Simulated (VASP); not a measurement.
# Se (P3_221) in VASP: further runs, part 2 of 2

VASP 6.6.1.

## (4) Single point, PBE+D3(BJ)

This run uses another cell than the first one, of 22.33 Å³/atom, 0.912 times its volume.

Input file INCAR:

```
PREC = Accurate
ENCUT = 520
EDIFF = 1E-7
ISMEAR = 0
SIGMA = 0.02
LREAL = False
LASPH = True
NELM = 100
ALGO = Normal
ISIF = 2
LWAVE = False
LCHARG = False
GGA = PE
IVDW = 12
NBANDS = 16
```

Input file KPOINTS:

```
Automatic mesh
0
Gamma
  12 12 8
```

Input file POSCAR:

```
Se
1.0
    3.8760493381      0.0000000000      0.0000000000
   -1.9380246691      3.3567571931      0.0000000000
    0.0000000000      0.0000000000      5.1495666936
Se
3
Direct
    0.2624004263      0.0000000000      0.1666666667
    0.0000000000      0.2624004263      0.8333333333
    0.7375995737      0.7375995737      0.5000000000
```

Potentials or basis: VASP PAW PBE potentials, release 64 (Se).

On the command line:

```sh
cat potpaw_PBE.64/Se/POTCAR > POTCAR
mpirun -np 1 vasp_std > vasp.out
```

OUTCAR:

```text
PREC = Accurate
   ENCUT = 520
   EDIFF = 1E-7
   ISMEAR = 0
   LREAL = False
   LASPH = True
   NELM = 100
   ISIF = 2
   GGA = PE
   IVDW = 12
 IVDW          = 12

 ion  position               nearest neighbor table
   1  0.262  0.000  0.167-   3 2.46   2 2.46
   2  0.000  0.262  0.833-   3 2.46   1 2.46
   3  0.738  0.738  0.500-   1 2.46   2 2.46

  LATTYP: Found a hexagonal cell.
 ALAT       =     3.8760493381
 C/A-ratio  =     1.3285606669

  Lattice vectors:

 A1 = (   3.8760493381,   0.0000000000,   0.0000000000)
 A2 = (  -1.9380246691,   3.3567571931,   0.0000000000)
 A3 = (   0.0000000000,   0.0000000000,   5.1495666936)

Analysis of symmetry for initial positions (statically):
=====================================================================
 Subroutine PRICEL returns:
 Original cell was already a primitive cell.

 Routine SETGRP: Setting up the symmetry group for a
 hexagonal supercell.

 Subroutine GETGRP returns: Found  6 space group operations
 (whereof  2 operations were pure point group operations)
 out of a pool of 24 trial point group operations.

The static configuration has the point symmetry C_2 .
 The point group associated with its full space group is D_3 .

[... 167 lines left out ...]
 cond. band min:       5.0201437920   @ k =   0.3333   0.3333   0.5000
 fundamental gap:      0.2194291012
 Fermi energy:         4.9014604281

 k-point     1 :       0.0000    0.0000    0.0000
  band No.  band energies     occupation
      1     -11.7202      2.00000
      2      -7.4805      2.00000
      3      -7.4805      2.00000
      4       1.0749      2.00000
      5       1.4639      2.00000
      6       1.4639      2.00000
[... 433 lines left out ...]
      3      -6.6909      2.00000
      4      -0.1684      2.00000
      5       0.7983      2.00000
      6       1.1347      2.00000
[... 8 lines left out ...]
     15      12.3626      0.00000
     16      12.7486      0.00000

 [... further k-points ...]

------------------------ aborting loop because EDIFF is reached ----------------------------------------

 Edisp (eV)   -1.17858

 E8    (eV) :    -0.4872

  FORCE on cell =-STRESS in cart. coord.  units (eV):
  Direction    XX          YY          ZZ          XY          YZ          ZX
  --------------------------------------------------------------------------------------
  -------------------------------------------------------------------------------------
  Total       1.28847     1.28847     1.32369    -0.00000    -0.00000     0.00000
  in kB      30.81101    30.81101    31.65318    -0.00000    -0.00000     0.00000
  external pressure =       31.09 kB  Pullay stress =        0.00 kB

 VOLUME and BASIS-vectors are now :
 -----------------------------------------------------------------------------
  energy-cutoff  :      520.00
  volume of cell :       67.00
      direct lattice vectors                 reciprocal lattice vectors
     3.876049338  0.000000000  0.000000000     0.257994652  0.148953282  0.000000000
    -1.938024669  3.356757193  0.000000000     0.000000000  0.297906564  0.000000000
     0.000000000  0.000000000  5.149566694     0.000000000  0.000000000  0.194191096

 POSITION                                       TOTAL-FORCE (eV/Angst)
 -----------------------------------------------------------------------------------
      1.01708      0.00000      0.85826         0.017076     -0.000000      0.000000
     -0.50854      0.88081      4.29131        -0.008538      0.014788     -0.000000
      1.42949      2.47594      2.57478        -0.008538     -0.014788     -0.000000
 -----------------------------------------------------------------------------------
    total drift:                               -0.000000     -0.000001      0.000000

  FREE ENERGIE OF THE ION-ELECTRON SYSTEM (eV)
  ---------------------------------------------------
  free  energy   TOTEN  =       -11.4395728119 eV

  energy  without entropy=      -11.4395728119  energy(sigma->0) =      -11.43957281
```

OSZICAR:

```text
N       E                     dE             d eps       ncg     rms          rms(c)
DAV:   1     0.774111479176E+02    0.77411E+02   -0.75150E+03  4192   0.961E+02
DAV:   2    -0.586467737464E+01   -0.83276E+02   -0.79176E+02  5632   0.156E+02
DAV:   3    -0.102743146730E+02   -0.44096E+01   -0.43948E+01  5208   0.403E+01
DAV:   4    -0.102997868316E+02   -0.25472E-01   -0.25467E-01  5648   0.361E+00
DAV:   5    -0.102999308627E+02   -0.14403E-03   -0.14403E-03  5336   0.265E-01    0.746E+00
DAV:   6    -0.102693953319E+02    0.30536E-01   -0.22921E-02  5264   0.999E-01    0.458E+00
DAV:   7    -0.102615035392E+02    0.78918E-02   -0.46003E-02  5200   0.139E+00    0.165E-01
DAV:   8    -0.102609087186E+02    0.59482E-03   -0.70846E-03  4704   0.524E-01    0.101E-01
DAV:   9    -0.102609663636E+02   -0.57645E-04   -0.19526E-04  6072   0.926E-02    0.378E-02
DAV:  10    -0.102609885130E+02   -0.22149E-04   -0.27665E-05  5136   0.367E-02    0.602E-03
DAV:  11    -0.102609898761E+02   -0.13632E-05   -0.56051E-06  6064   0.151E-02    0.363E-03
DAV:  12    -0.102609897770E+02    0.99066E-07   -0.12387E-06  5144   0.715E-03    0.173E-03
DAV:  13    -0.102609897056E+02    0.71467E-07   -0.15653E-07  4776   0.248E-03
   1 F= -.11439573E+02 E0= -.11439573E+02  d E =-.374250E-15
```

Wall time 64 s (1 thread of AMD EPYC 9R45 (Zen 5), shared host); peak memory 0.23 GiB.

Results:

```
Free energy                : -11.4396 eV
Pressure                   : 3.1 GPa
Largest force              : 0.017 eV/Å
Band gap on the k mesh     : 0.22 eV, direct
Dispersion energy per atom : -0.393 eV
```

Forces on the atoms (eV/Å):
```
Se   0.017  0.000  0.000
Se  -0.009  0.015  0.000
Se  -0.009 -0.015  0.000
```

Stress tensor (GPa, compression positive):
```
3.08 0.00 0.00
0.00 3.08 0.00
0.00 0.00 3.17
```

Levels at points of the mesh, in eV from the valence-band top:
```
           k point  band 7  band 8  band 9  band 10  band 11  band 12
(0.00, 0.00, 0.00)   -2.01   -2.01   -0.86     1.30     1.30     2.06
(0.50, 0.00, 0.00)   -4.28   -1.38   -1.01     1.13     1.26     3.75
(0.00, 0.00, 0.50)   -1.59   -1.26   -1.26     0.65     0.73     0.73
(0.50, 0.00, 0.50)   -2.92   -2.49   -0.27     0.96     2.35     3.09
```

## (5) Single point, PBE+D3(BJ)

Input file INCAR:

```
SYSTEM = Se
ALGO     = Normal         ! electronic algorithm
EDIFF    = 1E-6           ! SCF threshold, eV
ENCUT    = 520            ! plane-wave cutoff, eV
GGA      = PE             ! functional
ISIF     = 2              ! what is computed and relaxed
ISMEAR   = 0              ! smearing method
IVDW     = 12             ! dispersion correction
LASPH    = .True.         ! aspherical terms in the spheres
LCHARG   = .False.        ! write CHGCAR
LREAL    = .False.        ! projectors in reciprocal space
LWAVE    = .False.        ! write WAVECAR
NBANDS   = 16             ! bands
NELM     = 100            ! most SCF steps
PREC     = Accurate       ! precision mode
SIGMA    = 0.02           ! smearing width, eV
```

Input file KPOINTS:

```
k-points
0
Gamma
  12 12 8
  0 0 0
```

Input file POSCAR:

```
Se
1.0
    4.0663880063      0.0000000000      0.0000000000
   -2.0331940031      3.5215953151      0.0000000000
    0.0000000000      0.0000000000      5.1281022173
Se
3
Direct
    0.2474440730      0.0000000000      0.1666666667
    0.0000000000      0.2474440730      0.8333333333
    0.7525559270      0.7525559270      0.5000000000
```

Potentials or basis: VASP PAW PBE potentials, release 64 (Se).

On the command line:

```sh
cat potpaw_PBE.64/Se/POTCAR > POTCAR
mpirun -np 1 vasp_std > vasp.out
```

OUTCAR:

```text
SYSTEM = Se
   EDIFF = 1E-6
   ENCUT = 520
   GGA = PE
   ISIF = 2
   ISMEAR = 0
   IVDW = 12
   LASPH = .True.
   LREAL = .False.
   NELM = 100
   PREC = Accurate
 IVDW          = 12

 ion  position               nearest neighbor table
   1  0.247  0.000  0.167-   3 2.44   2 2.44
   2  0.000  0.247  0.833-   3 2.44   1 2.44
   3  0.753  0.753  0.500-   2 2.44   1 2.44

  LATTYP: Found a hexagonal cell.
 ALAT       =     4.0663880063
 C/A-ratio  =     1.2610951560

  Lattice vectors:

[... 648 lines left out ...]

 Edisp (eV)   -1.06943

 E8    (eV) :    -0.4419

  FORCE on cell =-STRESS in cart. coord.  units (eV):
  Direction    XX          YY          ZZ          XY          YZ          ZX
  --------------------------------------------------------------------------------------
  -------------------------------------------------------------------------------------
  Total       0.03948     0.03948     0.08105     0.00000     0.00000     0.00000
  in kB       0.86136     0.86136     1.76827     0.00000     0.00000     0.00000
  external pressure =        1.16 kB  Pullay stress =        0.00 kB

 VOLUME and BASIS-vectors are now :
 -----------------------------------------------------------------------------
  energy-cutoff  :      520.00
  volume of cell :       73.44
      direct lattice vectors                 reciprocal lattice vectors
     4.066388006  0.000000000  0.000000000     0.245918490  0.141981107  0.000000000
    -2.033194003  3.521595315  0.000000000     0.000000000  0.283962213  0.000000000
     0.000000000  0.000000000  5.128102217     0.000000000  0.000000000  0.195003913

 POSITION                                       TOTAL-FORCE (eV/Angst)
 -----------------------------------------------------------------------------------
      1.00620      0.00000      0.85468         0.019683      0.000000      0.000000
     -0.50310      0.87140      4.27342        -0.009841      0.017046      0.000000
      1.53009      2.65020      2.56405        -0.009841     -0.017046      0.000000
 -----------------------------------------------------------------------------------
    total drift:                               -0.000001     -0.000001      0.000000

  FREE ENERGIE OF THE ION-ELECTRON SYSTEM (eV)
  ---------------------------------------------------
  free  energy   TOTEN  =       -11.4921921946 eV

  energy  without entropy=      -11.4921921946  energy(sigma->0) =      -11.49219219
```

stdout:

```text
POSCAR found type information on POSCAR Se
 POSCAR found :  1 types and       3 ions
 scaLAPACK will be used
 LDA part: xc-table for (Slater+PW92), standard interpolation
 POSCAR, INCAR and KPOINTS ok, starting setup
 FFT: planning ... GRIDC
 FFT: planning ... GRID_SOFT
 FFT: planning ... GRID
 WAVECAR not read
 entering main loop
```

Wall time 58 s (1 thread of AMD EPYC 9R45 (Zen 5), shared host); peak memory 0.24 GiB.

What came out:

- Free energy: -11.4922 eV
- Pressure: 0.1 GPa
- Largest force: 0.020 eV/Å
- Band gap on the k mesh: 0.51 eV, indirect (least direct gap 0.53 eV)
- Dispersion energy per atom: -0.356 eV

Forces in eV/Å, atoms in the order of the input:
```
Se   0.020  0.000  0.000
Se  -0.010  0.017  0.000
Se  -0.010 -0.017  0.000
```

Levels at points of the mesh, in eV from the valence-band top:
```csv
k point,band 6,band 7,band 8,band 9,band 10,band 11,band 12,band 13
"(0.00, 0.00, 0.00)",-3.45,-1.88,-1.88,-0.54,1.46,1.46,2.05,6.40
"(0.50, 0.00, 0.00)",-3.79,-3.54,-1.47,-0.98,1.47,1.72,4.25,4.47
"(0.00, 0.00, 0.50)",-3.10,-1.39,-1.36,-1.36,0.93,0.95,0.95,5.68
"(0.50, 0.00, 0.50)",-4.23,-2.41,-1.93,-0.08,1.32,2.50,2.95,6.03
```

## (6) Single point, PBE+D3(BJ)

This run uses another cell than the first one, of 24.56 Å³/atom, 1.003 times its volume.

Input file INCAR:

```
PREC     = Accurate       # precision mode
ENCUT    = 520            # plane-wave cutoff, eV
EDIFF    = 1E-6           # SCF threshold, eV
ISMEAR   = 0              # smearing method
SIGMA    = 0.1            # smearing width, eV
LREAL    = F              # projectors in reciprocal space
LASPH    = T              # aspherical terms in the spheres
NELM     = 80             # most SCF steps
ALGO     = Normal         # electronic algorithm
ISIF     = 2              # what is computed and relaxed
LWAVE    = F              # write WAVECAR
LCHARG   = F              # write CHGCAR
GGA      = PE             # functional
IVDW     = 12             # dispersion correction
NBANDS   = 16             # bands
```

Input file KPOINTS:

```
regular mesh
0
Gamma
  6 6 4
```

Input file POSCAR:

```
Se
1.0
    4.0755345254      0.0000000000      0.0000000000
   -2.0377672627      3.5295164330      0.0000000000
    0.0000000000      0.0000000000      5.1213118083
Se
3
Direct
    0.2464234789      0.0000000000      0.1666666667
    0.0000000000      0.2464234789      0.8333333333
    0.7535765211      0.7535765211      0.5000000000
```

Potentials or basis: VASP PAW PBE potentials, release 64 (Se).

On the command line:

```sh
cat potpaw_PBE.64/Se/POTCAR > POTCAR
mpirun -np 1 vasp_std > vasp.out
```

It took 47 s on 1 thread of AMD EPYC 7R13, shared host; peak memory 0.16 GiB.

The run converged. Its results:

| Quantity | Value |
| --- | --- |
| Free energy | -11.4893 eV |
| Pressure | 0.2 GPa |
| Largest force | 0.039 eV/Å |
| Band gap on the k mesh | 0.55 eV, direct |
| Dispersion energy per atom | -0.355 eV |

Forces in eV/Å, atoms in the order of the input:
```
Se   0.039  0.000  0.000
Se  -0.020  0.034  0.000
Se  -0.020 -0.034  0.000
```

Stress tensor (GPa, compression positive):
```
0.15 0.00 0.00
0.00 0.15 0.00
0.00 0.00 0.29
```

Levels at points of the mesh, in eV from the valence-band top:
```tsv
k point	band 6	band 7	band 8	band 9	band 10	band 11	band 12	band 13
(0.00, 0.00, 0.00)	-3.44	-1.86	-1.86	-0.51	1.50	1.50	2.08	6.42
(0.50, 0.00, 0.00)	-3.75	-3.49	-1.47	-0.97	1.52	1.78	4.27	4.52
(0.00, 0.00, 0.50)	-3.09	-1.36	-1.35	-1.35	0.97	0.99	0.99	5.72
(0.50, 0.00, 0.50)	-4.21	-2.37	-1.88	-0.05	1.36	2.54	2.97	6.07
```

A k mesh can miss the band edges. Expect the measured gap to be larger: semilocal functionals such as PBE lack the derivative discontinuity.

## (7) The runs side by side

| task | cell | k mesh | cutoff (eV) | smearing | gap on the mesh (eV) | pressure (GPa) | largest force (eV/Å) |
| --- | --- | --- | --- | --- | --- | --- | --- |
| single point | a = 4.066, b = 4.066, c = 5.128 Å, angles 90.0, 90.0, 120.0°, 3 atoms | 12 × 12 × 8 | 520 | gaussian 0.02 eV | 0.51 | 0.1 | 0.02 |
| relaxation of cell and atoms | relaxed from a = 4.076, b = 4.076, c = 5.121 Å, angles 90.0, 90.0, 120.0°, 3 atoms | 12 × 12 × 8 | 600 | gaussian 0.02 eV | 0.50 | 0.0 | - |
| single point | a = 3.876, b = 3.876, c = 5.150 Å, angles 90.0, 90.0, 120.0°, 3 atoms | 12 × 12 × 8 | 520 | gaussian 0.02 eV | 0.22 | 3.1 | 0.02 |
| single point | a = 4.076, b = 4.076, c = 5.121 Å, angles 90.0, 90.0, 120.0°, 3 atoms | 6 × 6 × 4 | 520 | gaussian 0.1 eV | 0.55 | 0.2 | 0.04 |

Alike in all rows: level PBE+D3(BJ); potentials or basis VASP PAW PBE potentials, release 64 (Se); no spin polarisation.

Total energies depend on the potentials used, so only differences within one code and one set of settings carry meaning.
